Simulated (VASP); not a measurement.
Set up this calculation in VASP 6.6.1, as the native input.

```yaml
Task: single point
Functional: PBE
Potentials_or_basis: VASP PAW PBE potentials, release 64 (Cr_pv)
Cutoff: 520 eV
k_mesh: 38 × 38 × 38
Occupations: gaussian, width 0.1 eV
Spin: no spin polarisation
Dipole_correction: no
Further_INCAR_settings: ALGO = Fast; EDIFF = 1e-06; NBANDS = 19
```

The structure of Cr lies in POSCAR:

```
Cr
1.0
    2.8480457819      0.0000000000      0.0000000000
    0.0000000000      2.8480457819      0.0000000000
    0.0000000000      0.0000000000      2.8480457819
Cr
2
Direct
    0.0000000000      0.0000000000      0.0000000000
    0.5000000000      0.5000000000      0.5000000000
```

The input as run:

INCAR

```
SYSTEM = Cr
  PREC = Accurate
  ENCUT = 520
  EDIFF = 1E-6
  ISMEAR = 0
  SIGMA = 0.1
  LREAL = .FALSE.
  LASPH = .TRUE.
  NELM = 100
  ALGO = Fast
  ISIF = 2
  LWAVE = .FALSE.
  LCHARG = .FALSE.
  GGA = PE
  NBANDS = 19
```

KPOINTS

```
regular mesh
0
G
  38 38 38
  0 0 0
```

Potentials or basis: VASP PAW PBE potentials, release 64 (Cr_pv).

Launch:

```bash
$ cat potpaw_PBE.64/Cr_pv/POTCAR > POTCAR
$ mpirun -np 1 vasp_std > vasp.out
```

Results of the run:

- Pressure: -0.4 GPa
- Band gap on the k mesh: zero (bands 12 and 13 overlap by 1.52 eV)

Caveat: the run has no spin polarisation, though such a crystal can be magnetic.

Wall time 3.6 min on 1 thread of Intel(R) Xeon(R) 6975P-C (Granite Rapids) (shared host), peak memory 0.58 GiB.
